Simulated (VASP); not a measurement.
# WC (P-6m2) in VASP: a series of runs

Runs on WC. Level: LDA. Tasks: vibrations by perturbation theory.

All numbers are computed with VASP 6.6.1; they aren't measurements. Logs are shortened: lines on timing, memory, paths and dates and some standing lists are left out, and cuts for length are marked.

## Step 1: The cell of the first run

Symmetry: P-6m2, No. 187, hexagonal system. The conventional cell has a = 2.885 Å, b = 2.885 Å, c = 2.811 Å, α = 90.00°, β = 90.00°, γ = 120.00°. Within 2.9 Å of W (site symmetry -6m2) lie 6 C at 2.18 Å and 8 W at 2.81 to 2.88 Å. Within 2.9 Å of C (site symmetry -6m2) lie 6 W at 2.18 Å and 8 C at 2.81 to 2.88 Å.

## Step 2: Vibrations by perturbation theory, LDA

File INCAR:

```
SYSTEM = WC
ALGO = Normal ; EDIFF = 1E-8
ENCUT = 520 ; GGA = CA
IBRION = 8 ; ISIF = 2
ISMEAR = -1 ; LASPH = .TRUE.
LCHARG = .FALSE. ; LREAL = .FALSE.
LWAVE = .FALSE. ; NBANDS = 16
NELM = 60 ; NSW = 1
PREC = Accurate ; SIGMA = 0.15
```

File KPOINTS:

```
k-points
0
G
  18 18 14
  0 0 0
```

File POSCAR:

```
WC
1.0
    2.8846102092      0.0000000000      0.0000000000
   -1.4423051046      2.4981457212      0.0000000000
    0.0000000000      0.0000000000      2.8112693735
W C
1 1
Direct
    0.0000000000      0.0000000000      0.0000000000
    0.6666666667      0.3333333333      0.5000000000
```

Potentials or basis: VASP PAW LDA potentials, release 64 (W_sv, C).

Launch:

```console
$ cat potpaw_LDA.64/W_sv/POTCAR potpaw_LDA.64/C/POTCAR > POTCAR
$ mpirun -np 1 vasp_std > vasp.out
```

OUTCAR:

```text
SYSTEM = WC
   EDIFF = 1E-8
   ENCUT = 520
   GGA = CA
   IBRION = 8
   ISIF = 2
   ISMEAR = -1
   LASPH = .TRUE.
   LREAL = .FALSE.
   NELM = 60
   NSW = 1
   PREC = Accurate

 ion  position               nearest neighbor table
   1  0.000  0.000  0.000-   2 2.18   2 2.18   2 2.18   2 2.18   2 2.18   2 2.18
   2  0.667  0.333  0.500-   1 2.18   1 2.18   1 2.18   1 2.18   1 2.18   1 2.18

  LATTYP: Found a hexagonal cell.
 ALAT       =     2.8846102092
 C/A-ratio  =     0.9745751313

  Lattice vectors:

 A1 = (   2.8846102092,   0.0000000000,   0.0000000000)
 A2 = (  -1.4423051046,   2.4981457212,   0.0000000000)
 A3 = (   0.0000000000,   0.0000000000,   2.8112693735)

Analysis of symmetry for initial positions (statically):
=====================================================================
 Subroutine PRICEL returns:
 Original cell was already a primitive cell.

 Routine SETGRP: Setting up the symmetry group for a
 hexagonal supercell.

 Subroutine GETGRP returns: Found 12 space group operations
 (whereof 12 operations were pure point group operations)
 out of a pool of 24 trial point group operations.

The static configuration has the point symmetry D_3h.

Analysis of symmetry for dynamics (positions and initial velocities):
=====================================================================
 Subroutine PRICEL returns:
 Original cell was already a primitive cell.

 Routine SETGRP: Setting up the symmetry group for a
 hexagonal supercell.

 Subroutine GETGRP returns: Found 12 space group operations
 (whereof 12 operations were pure point group operations)
 out of a pool of 24 trial point group operations.

The dynamic configuration has the point symmetry D_3h.

 Subroutine INISYM returns: Found 12 space group operations
 (whereof 12 operations are pure point group operations),
 and found     1 'primitive' translations
[... 616 lines left out ...]
  Total        0.3239828      0.3239828      0.3888236      0.0000000     -0.0000000      0.0000000
  in kB       25.6227165     25.6227165     30.7507577      0.0000000     -0.0000000      0.0000000
  external PRESSURE =      27.3320636 kB  Pullay stress =       0.0000000 kB

 VOLUME and BASIS-vectors are now :
 -----------------------------------------------------------------------------
  energy-cutoff  :      520.00
  volume of cell :       20.26
      direct lattice vectors                 reciprocal lattice vectors
     2.884610209  0.000000000  0.000000000     0.346667289  0.200148452  0.000000000
    -1.442305105  2.498145721  0.000000000     0.000000000  0.400296905  0.000000000
     0.000000000  0.000000000  2.811269374     0.000000000  0.000000000  0.355711199

 POSITION                                       TOTAL-FORCE (eV/Angst)
 -----------------------------------------------------------------------------------
      0.00000      0.00000      0.00000        -0.000000      0.000000      0.000000
      1.44231      0.83272      1.40563         0.000000     -0.000000      0.000000
 -----------------------------------------------------------------------------------
    total drift:                                0.000000     -0.000000      0.000000

  FREE ENERGIE OF THE ION-ELECTRON SYSTEM (eV)
  ---------------------------------------------------
  free  energy   TOTEN  =       -24.7105387732 eV

  energy  without entropy=      -24.6867689877  energy(sigma->0) =      -24.69865388

[... ionic steps 2 to 3 ...]

--------------------------------------- Ionic step        4  -------------------------------------------

------------------------ aborting loop because EDIFF is reached ----------------------------------------
[... 11 lines left out ...]
[... ionic steps 8 to 8 ...]

--------------------------------------- Ionic step        9  -------------------------------------------

 Free energy of the ion-electron system (eV)
  ---------------------------------------------------
  ---------------------------------------------------
  free energy    TOTEN  =        -0.12150133 eV

  energy without entropy =       -0.12150132

------------------------ aborting loop because EDIFF is reached ----------------------------------------

 INTERNAL STRAIN TENSOR  FOR ION    2  DIRECTION 3   (eV/Angst):
 -----------------------------------------------------------------------------
     0.01347  0.00000  0.00000
     0.00000  0.01347  0.00000
     0.00000  0.00000 -0.01924

 INTERNAL STRAIN TENSOR FOR ION    2 for displacements in x,y,z  (eV/Angst):
          X           Y           Z          XY          YZ          ZX
  --------------------------------------------------------------------------------
  x     0.00000    -0.00000     0.00000    -6.03494     0.00000     0.00000
  y    -6.03494     6.03494     0.00000     0.00000     0.00000     0.00000
  z     0.00000     0.00000     0.00000     0.00000     0.00000     0.00000

 SECOND DERIVATIVES (NOT SYMMETRIZED)
 ------------------------------------
               1X          1Y          1Z          2X          2Y          2Z
  1X   -16.696654    0.000000    0.000000   16.696654    0.000000    0.000000
  1Y    -0.000000  -16.696654    0.000000    0.000000   16.696654    0.000000
  1Z     0.000000    0.000000  -15.211907   -0.000000    0.000000   15.211907
  2X    16.699070    0.000000    0.000000  -16.699070    0.000000    0.000000
  2Y     0.000000   16.699070    0.000000    0.000000  -16.699070    0.000000
  2Z     0.000000    0.000000   15.202462   -0.000000    0.000000  -15.202462

 Eigenvectors and eigenvalues of the dynamical matrix
 ----------------------------------------------------

   1 f  =   19.026001 THz   119.543892 2PiTHz  634.639093 cm-1    78.685184 meV
             X         Y         Z           dx          dy          dz
      0.000000  0.000000  0.000000     0.000000   -0.247620   -0.000000
      1.442305  0.832715  1.405635     0.000000    0.968857    0.000000
[... 21 lines left out ...]
   6 f/i=    0.001353 THz     0.008501 2PiTHz    0.045129 cm-1     0.005595 meV
             X         Y         Z           dx          dy          dz
      0.000000  0.000000  0.000000     0.000000    0.000000    0.968834
      1.442305  0.832715  1.405635    -0.000000    0.000000    0.247709

--------------------------------------------------------------------------------------------------------

 ELASTIC MODULI CONTR FROM IONIC RELAXATION (kBar)
 Direction    XX          YY          ZZ          XY          YZ          ZX
 --------------------------------------------------------------------------------
 XX        -141.8750    141.8750      0.0000     -0.0000      0.0000      0.0000
 YY         141.8750   -141.8750      0.0000      0.0000      0.0000      0.0000
 ZZ           0.0000      0.0000      0.0000      0.0000      0.0000      0.0000
 XY          -0.0000      0.0000      0.0000   -141.8750      0.0000      0.0000
 YZ           0.0000      0.0000      0.0000      0.0000      0.0000      0.0000
 ZX           0.0000      0.0000      0.0000      0.0000      0.0000      0.0000
 --------------------------------------------------------------------------------
```

stdout:

```text
POSCAR found type information on POSCAR W C
 POSCAR found :  2 types and       2 ions
 scaLAPACK will be used
 LDA part: xc-table for (Slater(with rela. corr.)+CA(PZ))
 , standard interpolation
 POSCAR, INCAR and KPOINTS ok, starting setup
 FFT: planning ... GRIDC
 FFT: planning ... GRID_SOFT
 FFT: planning ... GRID
 WAVECAR not read
 entering main loop
 Linear response reoptimize wavefunctions to high precision
 Linear response DOF=           4
 Linear response progress:
 first order change of Fermi-energy  -0.52988E-04
 force on displaced ion       1 direction 1 : -16.697   0.001   0.000
 Linear response progress:
 first order change of Fermi-energy  -0.66991E-03
 force on displaced ion       1 direction 3 :   0.000  -0.000 -15.212
 Linear response progress:
 first order change of Fermi-energy   0.41181E-05
 force on displaced ion       2 direction 1 : -16.699   0.002   0.000
 Linear response progress:
 first order change of Fermi-energy   0.31601E-03
 force on displaced ion       2 direction 3 :   0.000   0.000 -15.202
 Linear response finished
```

Wall time 30 min (1 thread of Intel Xeon 8259CL, shared host); peak memory 0.91 GiB.

Results:

```yaml
Highest_phonon_frequency_at_Γ: 635 cm⁻¹
```

Phonon frequencies in cm⁻¹ (negative: imaginary):
```tsv
q point	frequencies
(0.000, 0.000, 0.000)	0 0 0 606 635 635
```

Caveat: the cell stands under pressure or tension, which shifts response properties; spin-orbit coupling is left out, which moves the levels of the heavy elements.

## Step 3: Vibrations by perturbation theory, LDA (10.33 Å³/atom)

This run uses another cell than the first one, of 10.33 Å³/atom.

File INCAR:

```
  PREC = Accurate
  ENCUT = 520
  EDIFF = 1E-8
  ISMEAR = -1
  SIGMA = 0.15
  LREAL = F
  LASPH = T
  NELM = 80
  ALGO = Normal
  ISIF = 2
  LWAVE = F
  LCHARG = F
  IBRION = 8
  NSW = 1
```

File KPOINTS:

```
regular mesh
0
Gamma
  18 18 14
```

File POSCAR:

```
WC
1.0
    2.9054591851      0.0000000000      0.0000000000
   -1.4527295926      2.5162014640      0.0000000000
    0.0000000000      0.0000000000      2.8264893120
W C
1 1
Direct
    0.0000000000      0.0000000000      0.0000000000
    0.6666666667      0.3333333333      0.5000000000
```

Potentials or basis: VASP PAW LDA potentials, release 64 (W_sv, C).

Launch:

```console
$ cat potpaw_LDA.64/W_sv/POTCAR potpaw_LDA.64/C/POTCAR > POTCAR
$ mpirun -np 1 vasp_std > vasp.out
```

OUTCAR:

```text
PREC = Accurate
   ENCUT = 520
   EDIFF = 1E-8
   ISMEAR = -1
   LREAL = F
   LASPH = T
   NELM = 80
   ISIF = 2
   IBRION = 8
   NSW = 1

 ion  position               nearest neighbor table
   1  0.000  0.000  0.000-   2 2.19   2 2.19   2 2.19   2 2.19   2 2.19   2 2.19
   2  0.667  0.333  0.500-   1 2.19   1 2.19   1 2.19   1 2.19   1 2.19   1 2.19

  LATTYP: Found a hexagonal cell.
 ALAT       =     2.9054591851
 C/A-ratio  =     0.9728201747

  Lattice vectors:
[... 650 lines left out ...]
               1X          1Y          1Z          2X          2Y          2Z
  1X   -15.693523    0.000000    0.000000   15.693523   -0.000000    0.000000
  1Y     0.000000  -15.693523    0.000000   -0.000000   15.693523    0.000000
  1Z     0.000000   -0.000000  -13.908650   -0.000000    0.000000   13.908650
  2X    15.689590   -0.000000    0.000000  -15.689590    0.000000    0.000000
  2Y    -0.000000   15.689590    0.000000    0.000000  -15.689590    0.000000
  2Z    -0.000000    0.000000   13.898779    0.000000    0.000000  -13.898779

 Eigenvectors and eigenvalues of the dynamical matrix
 ----------------------------------------------------

   1 f  =   18.442188 THz   115.875685 2PiTHz  615.165179 cm-1    76.270727 meV
             X         Y         Z           dx          dy          dz
      0.000000  0.000000  0.000000    -0.101305    0.226000    0.000000
      1.452730  0.838734  1.413245     0.396294   -0.884088    0.000000
[... 21 lines left out ...]
   6 f/i=    0.001479 THz     0.009291 2PiTHz    0.049327 cm-1     0.006116 meV
             X         Y         Z           dx          dy          dz
      0.000000  0.000000  0.000000    -0.000000    0.000000    0.968832
      1.452730  0.838734  1.413245    -0.000000    0.000000    0.247720

--------------------------------------------------------------------------------------------------------

 ELASTIC MODULI CONTR FROM IONIC RELAXATION (kBar)
 Direction    XX          YY          ZZ          XY          YZ          ZX
 --------------------------------------------------------------------------------
 XX        -104.9611    104.9611     -0.0000      0.0000     -0.0000      0.0000
 YY         104.9611   -104.9611      0.0000      0.0000      0.0000     -0.0000
 ZZ          -0.0000      0.0000     -0.0000     -0.0000     -0.0000      0.0000
 XY           0.0000      0.0000     -0.0000   -104.9611      0.0000      0.0000
 YZ          -0.0000      0.0000     -0.0000      0.0000     -0.0000      0.0000
 ZX           0.0000     -0.0000      0.0000      0.0000      0.0000     -0.0000
 --------------------------------------------------------------------------------
```

stdout:

```text
POSCAR found type information on POSCAR W C
 POSCAR found :  2 types and       2 ions
 scaLAPACK will be used
 LDA part: xc-table for (Slater(with rela. corr.)+CA(PZ))
 , standard interpolation
 POSCAR, INCAR and KPOINTS ok, starting setup
 FFT: planning ... GRIDC
 FFT: planning ... GRID_SOFT
 FFT: planning ... GRID
 WAVECAR not read
 entering main loop
 Linear response reoptimize wavefunctions to high precision
 Linear response DOF=           4
 Linear response progress:
 first order change of Fermi-energy  -0.54760E-04
 force on displaced ion       1 direction 1 : -15.694   0.001   0.000
 Linear response progress:
 first order change of Fermi-energy  -0.63681E-03
 force on displaced ion       1 direction 3 :   0.000   0.000 -13.909
 Linear response progress:
 first order change of Fermi-energy   0.42264E-05
 force on displaced ion       2 direction 1 : -15.690   0.002   0.000
 Linear response progress:
 first order change of Fermi-energy   0.30429E-03
 force on displaced ion       2 direction 3 :   0.000  -0.000 -13.899
 Linear response finished
```

Run time: 28 min. Hardware: 1 thread of Intel Xeon 8259CL, shared host; peak memory 0.81 GiB.

What came out:

```
Highest phonon frequency at Γ : 615 cm⁻¹
```

Phonon frequencies in cm⁻¹ (negative: imaginary):
```
              q point        frequencies
(0.000, 0.000, 0.000)  0 0 0 579 615 615
```

Caveat: the cell stands under pressure or tension, which shifts response properties; spin-orbit coupling is left out, which moves the levels of the heavy elements.
